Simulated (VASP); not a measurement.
# Ba in VASP: further runs

The runs below take Ba through single point, with PBE.

Everything below comes from runs of VASP 6.6.1. Logs are shortened: lines on timing, memory, paths and dates and some standing lists are left out, and cuts for length are marked.

## 1. The cell of the first run

It takes space group I4/mmm (No. 139, tetragonal). The conventional cell has a = 5.025 Å, b = 5.025 Å, c = 4.950 Å, α = 90.00°, β = 90.00°, γ = 90.00°. Ba (site symmetry 4/mmm) has 14 Ba at 4.33 to 5.03 Å within 5.7 Å.

## 2. Single point, PBE (z stretched by -1 % at fixed volume)

INCAR reads:

```
SYSTEM = Ba
PREC = Accurate ; ENCUT = 520
EDIFF = 1E-7 ; ISMEAR = -1
SIGMA = 0.03 ; LREAL = .FALSE.
LASPH = .TRUE. ; NELM = 80
ALGO = Normal ; ISIF = 2
LWAVE = .FALSE. ; LCHARG = .FALSE.
GGA = PE ; NBANDS = 11
```

KPOINTS reads:

```
regular mesh
0
G
  10 10 10
  0 0 0
```

POSCAR reads:

```
Ba
1.0
   -2.5125945382      2.5125945382      2.4750000000
    2.5125945382     -2.5125945382      2.4750000000
    2.5125945382      2.5125945382     -2.4750000000
Ba
1
Direct
    0.0000000000      0.0000000000      0.0000000000
```

Potentials or basis: VASP PAW PBE potentials, release 64 (Ba_sv).

On the command line:

```bash
$ cat potpaw_PBE.64/Ba_sv/POTCAR > POTCAR
$ mpirun -np 1 vasp_std > vasp.out
```

OUTCAR:

```text
SYSTEM = Ba
   PREC = Accurate
   ENCUT = 520
   EDIFF = 1E-7
   ISMEAR = -1
   LREAL = .FALSE.
   LASPH = .TRUE.
   NELM = 80
   ISIF = 2
   GGA = PE

 ion  position               nearest neighbor table
   1  0.000  0.000  0.000-

  LATTYP: Found a body centered tetragonal cell.
 ALAT       =     5.0251890764
 C/A-ratio  =     0.9850375627

  Lattice vectors:

 A1 = (  -2.5125945382,   2.5125945382,   2.4750000000)
 A2 = (   2.5125945382,  -2.5125945382,   2.4750000000)
 A3 = (   2.5125945382,   2.5125945382,  -2.4750000000)

Analysis of symmetry for initial positions (statically):
=====================================================================
 Subroutine PRICEL returns:
 Original cell was already a primitive cell.

 Routine SETGRP: Setting up the symmetry group for a
 body centered tetragonal supercell.

 Subroutine GETGRP returns: Found 16 space group operations
 (whereof 16 operations were pure point group operations)
 out of a pool of 16 trial point group operations.

The static configuration has the point symmetry D_4h.

Analysis of symmetry for dynamics (positions and initial velocities):
=====================================================================
 Subroutine PRICEL returns:
 Original cell was already a primitive cell.

 Routine SETGRP: Setting up the symmetry group for a
 body centered tetragonal supercell.

 Subroutine GETGRP returns: Found 16 space group operations
 (whereof 16 operations were pure point group operations)
 out of a pool of 16 trial point group operations.

The dynamic configuration has the point symmetry D_4h.

 Subroutine INISYM returns: Found 16 space group operations
 (whereof 16 operations are pure point group operations),
 and found     1 'primitive' translations

----------------------------------------------------------------------------------------

                                     Primitive cell

  volume of cell :      62.5000

  direct lattice vectors                    reciprocal lattice vectors
    -2.512594538  2.512594538  2.475000000     0.000000000  0.198997487  0.202020202
     2.512594538 -2.512594538  2.475000000     0.198997487  0.000000000  0.202020202
     2.512594538  2.512594538 -2.475000000     0.198997487  0.198997487  0.000000000

  length of vectors
     4.330344978  4.330344978  4.330344978     0.283570383  0.283570383  0.281424946

  position of ions in fractional coordinates (direct lattice)
     0.000000000  0.000000000  0.000000000

  ion indices of the primitive-cell ions
   primitive index   ion index
                 1           1

----------------------------------------------------------------------------------------

 KPOINTS: regular mesh

Automatic generation of k-mesh.
 Grid dimensions read from file:
 generate k-points for:   10   10   10

 Generating k-lattice:

  Cartesian coordinates                     Fractional coordinates (reciprocal lattice)
     0.000000000  0.019899749  0.020202020     0.100000000 -0.000000000  0.000000000
     0.019899749  0.000000000  0.020202020    -0.000000000  0.100000000  0.000000000
     0.019899749  0.019899749  0.000000000     0.000000000  0.000000000  0.100000000

  Length of vectors
     0.028357038  0.028357038  0.028142495

  Shift w.r.t. Gamma in fractional coordinates (k-lattice)
     0.000000000  0.000000000  0.000000000

 Subroutine IBZKPT returns following result:
 ===========================================

 Found    102 irreducible k-points:

 Following reciprocal coordinates:
            Coordinates               Weight
  0.000000  0.000000  0.000000      1.000000
  0.100000 -0.000000  0.000000      8.000000
  0.200000 -0.000000  0.000000      8.000000
  0.300000 -0.000000  0.000000      8.000000
  0.400000  0.000000  0.000000      8.000000
  0.500000 -0.000000  0.000000      4.000000
[... 16 lines left out ...]
  0.300000  0.300000  0.000000      8.000000
  0.400000  0.300000  0.000000     16.000000
 [... further k-points ...]
   k-points           NKPTS =    102   k-points in BZ     NKDIM =    102   number of bands    NBANDS=     11
   number of dos      NEDOS =    301   number of ions     NIONS =      1
   total plane-waves  NPLWV =  32768
   dimension x,y,z NGX =    32 NGY =   32 NGZ =   32
   dimension x,y,z NGXF=    64 NGYF=   64 NGZF=   64
   ions per type =               1
   NGX,Y,Z   is equivalent  to a cutoff of  12.29, 12.29, 12.29 a.u.
   NGXF,Y,Z  is equivalent  to a cutoff of  24.57, 24.57, 24.57 a.u.
 SYSTEM =  Ba
   PREC   = accura    normal or accurate (medium, high low for compatibility)
   ISTART =      0    job   : 0-new  1-cont  2-samecut
   ICHARG =      2    charge: 1-file 2-atom 10-const
   ISPIN  =      1    spin polarized calculation?
   LNONCOLLINEAR =      F non collinear calculations
   LSORBIT =      F    spin-orbit coupling
   LASPH  =      T    aspherical Exc in radial PAW
   ENCUT  =  520.0 eV  38.22 Ry    6.18 a.u.   8.05  8.05  8.05*2*pi/ulx,y,z
   NELM   =     80;   NELMIN=  2; NELMDL= -5     # of ELM steps
   EDIFF  = 0.1E-06   stopping-criterion for ELM
   LREAL  =      F    real-space projection
   EDIFFG = 0.1E-05   stopping-criterion for IOM
   NSW    =      0    number of steps for IOM
   IBRION =     -1    ionic relax: 0-MD 1-quasi-New 2-CG
   NFREE  =      0    steps in history (QN), initial steepest desc. (CG)
   ISIF   =      2    stress and relaxation
   ISYM   =      2    0-nonsym 1-usesym 2-fastsym
   POTIM  = 0.5000    time-step for ionic-motion
   TEBEG  =    0.0;   TEEND  =   0.0 temperature during run
   PSTRESS=    0.0 pullay stress
   NELECT =      10.0000    total number of electrons
   NUPDOWN=      -1.0000    fix difference up-down
   EMIN   =  10.00;   EMAX   =-10.00  energy-range for DOS
   EFERMI =   0.00;   METHOD = LEGACY
   ISMEAR =    -1;   SIGMA  =   0.03  broadening in eV -4-tet -1-fermi 0-gaus
   EFERMI_NEDOS =   21; number of points for ismear=-14 and -15
   IALGO  =     38    algorithm
   IMIX   =      4    mixing-type and parameters
     AMIX     =   0.40;   BMIX     =  1.00
     AMIX_MAG =   1.60;   BMIX_MAG =  1.00
  volume/ion in A,a.u.               =      62.50       421.77
  Fermi-wavevector in a.u.,A,eV,Ry     =   0.888754  1.679501 10.747016  0.789883
  Thomas-Fermi vector in A             =   2.010225
   LORBIT       =      0    0 simple, 1 ext, 2 COOP (PROOUT), +10 PAW based schemes
   GGA     = PE    functional components
   LHFCALC =     F    Hartree Fock is set to
   AEXX    =    0.0000 exact exchange contribution
   IVDW    =     0    specifies the selected vdW correction
   LEPSILON=     F    determine dielectric tensor
   LRPA    =     F    only Hartree local field effects (RPA)
 non-spin polarized calculation
  energy-cutoff  :      520.00
  volume of cell :       62.50
 maximum number of plane-waves:      1701
   NGX = 17   NGY = 17   NGZ = 17

 number of electron      10.0000000 magnetization

 number of electron       9.9999999 magnetization

 Free energy of the ion-electron system (eV)
  ---------------------------------------------------
  ext. energy  EPLUGINS =         0.00000000
  ---------------------------------------------------
  free energy    TOTEN  =        -1.90778438 eV

  energy without entropy =       -1.90327982  energy(sigma->0) =       -1.90553210

 E-fermi :   1.6522     XC(G=0):  -7.4343

 val. band max:        1.6459394623   @ k =   0.3000   0.3000   0.0000
 cond. band min:       1.6538512535   @ k =   0.4000   0.3000   0.0000
 fundamental gap:      0.0079117913
 Fermi energy:         1.6522037920

 k-point     1 :       0.0000    0.0000    0.0000
  band No.  band energies     occupation
      1     -27.1975      2.00000
      2     -12.1427      2.00000
      3     -12.1427      2.00000
      4     -12.1421      2.00000
      5      -1.0818      2.00000
      6       3.4521      0.00000
      7       3.5439      0.00000
      8       3.5439      0.00000
      9       4.8565      0.00000
     10       4.9916      0.00000
     11       8.5919      0.00000

 k-point     2 :       0.1000   -0.0000    0.0000
  band No.  band energies     occupation
      1     -27.1932      2.00000
      2     -12.1908      2.00000
      3     -12.1577      2.00000
      4     -12.1429      2.00000
      5      -0.8929      2.00000
      6       3.3387      0.00000
      7       3.4495      0.00000
      8       3.6951      0.00000
      9       4.7170      0.00000
     10       4.8977      0.00000
     11       8.8545      0.00000

 k-point     3 :       0.2000   -0.0000    0.0000
  band No.  band energies     occupation
      1     -27.1820      2.00000
      2     -12.3137      2.00000
      3     -12.1967      2.00000
      4     -12.1443      2.00000
      5      -0.3821      2.00000
      6       2.9988      0.00000
      7       3.0692      0.00000
      8       4.2552      0.00000
      9       4.6336      0.00000
     10       4.9159      0.00000
     11       9.1438      0.00000

 k-point     4 :       0.3000   -0.0000    0.0000
  band No.  band energies     occupation
      1     -27.1680      2.00000
      2     -12.4590      2.00000
      3     -12.2440      2.00000
      4     -12.1460      2.00000
      5       0.2600      2.00000
      6       2.6539      0.00000
      7       2.6964      0.00000
      8       4.8291      0.00000
      9       5.0630      0.00000
     10       5.1438      0.00000
     11       8.5828      0.00000
[... 239 lines left out ...]
 k-point    22 :      -0.2000    0.2000    0.0000
  band No.  band energies     occupation
      1     -27.1822      2.00000
      2     -12.3143      2.00000
      3     -12.1940      2.00000
      4     -12.1426      2.00000
      5      -0.3933      2.00000
      6       3.0261      0.00000
      7       3.0696      0.00000
      8       4.2933      0.00000
      9       4.5295      0.00000
     10       4.9716      0.00000
     11       9.0858      0.00000

 k-point    23 :       0.3000    0.3000    0.0000
  band No.  band energies     occupation
      1     -27.1477      2.00000
      2     -12.5113      2.00000
      3     -12.4184      2.00000
      4     -12.2020      2.00000
      5       1.6459      1.10403
      6       2.1164      0.00000
      7       2.4005      0.00000
      8       4.9927      0.00000
      9       5.3702      0.00000
     10       6.6355      0.00000
     11       7.7945      0.00000

 k-point    24 :       0.4000    0.3000    0.0000
  band No.  band energies     occupation
      1     -27.1478      2.00000
      2     -12.5105      2.00000
      3     -12.4186      2.00000
      4     -12.2002      2.00000
      5       1.6539      0.97255
      6       2.1388      0.00000
      7       2.3680      0.00000
      8       5.0393      0.00000
      9       5.2606      0.00000
     10       6.6740      0.00000
     11       7.7783      0.00000

 [... further k-points ...]

------------------------ aborting loop because EDIFF is reached ----------------------------------------

  FORCE on cell =-STRESS in cart. coord.  units (eV):
  Direction    XX          YY          ZZ          XY          YZ          ZX
  --------------------------------------------------------------------------------------
  -------------------------------------------------------------------------------------
  Total        0.0532873      0.0532873      0.0849280      0.0000000     -0.0000000     -0.0000000
  in kB        1.3660111      1.3660111      2.1771166      0.0000000     -0.0000000     -0.0000000
  external PRESSURE =       1.6363796 kB  Pullay stress =       0.0000000 kB

 VOLUME and BASIS-vectors are now :
 -----------------------------------------------------------------------------
  energy-cutoff  :      520.00
  volume of cell :       62.50
      direct lattice vectors                 reciprocal lattice vectors
    -2.512594538  2.512594538  2.475000000     0.000000000  0.198997487  0.202020202
     2.512594538 -2.512594538  2.475000000     0.198997487  0.000000000  0.202020202
     2.512594538  2.512594538 -2.475000000     0.198997487  0.198997487  0.000000000

 POSITION                                       TOTAL-FORCE (eV/Angst)
 -----------------------------------------------------------------------------------
      0.00000      0.00000      0.00000        -0.000000      0.000000     -0.000000
 -----------------------------------------------------------------------------------
    total drift:                               -0.000000      0.000000     -0.000000

  FREE ENERGIE OF THE ION-ELECTRON SYSTEM (eV)
  ---------------------------------------------------
  free  energy   TOTEN  =        -1.9077843820 eV

  energy  without entropy=       -1.9032798230  energy(sigma->0) =       -1.90553210
```

Run time: 62 s. Hardware: 1 thread of Intel Xeon 8259CL, shared host; peak memory 0.22 GiB.

Results:

* Free energy: -1.9078 eV
* Pressure: 0.2 GPa
* Band gap on the k mesh: zero (bands 5 and 6 overlap by 0.90 eV)

Stress tensor (GPa, compression positive):
```
0.14 0.00 0.00
0.00 0.14 0.00
0.00 0.00 0.22
```

Caveat: spin-orbit coupling is left out, which moves the levels of the heavy elements.

## 3. Single point, PBE (xy shear strain of -4 %)

INCAR reads:

```
SYSTEM = Ba
ALGO = Normal
EDIFF = 1E-6
ENCUT = 520
GGA = PE
ISIF = 2
ISMEAR = -1
LASPH = .TRUE.
LCHARG = .FALSE.
LREAL = .FALSE.
LWAVE = .FALSE.
NBANDS = 11
NELM = 60
PREC = Accurate
SIGMA = 0.03
```

KPOINTS reads:

```
k-points
0
G
  10 10 10
  0 0 0
```

POSCAR reads:

```
Ba
1.0
   -2.5500000000      2.5500000000      2.5000000000
    2.5500000000     -2.5500000000      2.5000000000
    2.4500000000      2.4500000000     -2.5000000000
Ba
1
Direct
    0.0000000000      0.0000000000      0.0000000000
```

Potentials or basis: VASP PAW PBE potentials, release 64 (Ba_sv).

On the command line:

```bash
$ cat potpaw_PBE.64/Ba_sv/POTCAR > POTCAR
$ mpirun -np 1 vasp_std > vasp.out
```

Wall time 2.3 min (1 thread of Intel Xeon 8259CL, shared host); peak memory 0.27 GiB.

The run converged. Its results:

- Free energy: -1.9047 eV
- Pressure: 0.2 GPa
- Band gap on the k mesh: zero (bands 5 and 6 overlap by 0.89 eV)

Stress tensor (GPa, compression positive):
```
0.16 0.42 0.00
0.42 0.16 0.00
0.00 0.00 0.19
```

Levels at points of the mesh, in eV from the Fermi level:
| k point | band 2 | band 3 | band 4 | band 5 | band 6 | band 7 | band 8 | band 9 |
| --- | --- | --- | --- | --- | --- | --- | --- | --- |
| (0.00, 0.00, 0.00) | -13.81 | -13.79 | -13.78 | -2.73 | 1.71 | 1.83 | 2.01 | 3.28 |
| (0.50, 0.00, 0.00) | -14.27 | -13.95 | -13.80 | -0.87 | 0.71 | 1.30 | 3.25 | 3.83 |
| (0.50, 0.50, 0.00) | -14.24 | -13.92 | -13.79 | -0.90 | 0.68 | 1.17 | 3.38 | 3.99 |
| (0.00, 0.00, 0.50) | -14.29 | -13.97 | -13.81 | -0.85 | 0.74 | 1.43 | 3.13 | 3.66 |
| (0.50, 0.50, 0.50) | -14.16 | -14.12 | -14.09 | -0.54 | -0.53 | 4.33 | 4.42 | 4.52 |

Caveat: the cell differs from its parent crystal (xy shear strain of -4 %); spin-orbit coupling is left out, which moves the levels of the heavy elements.
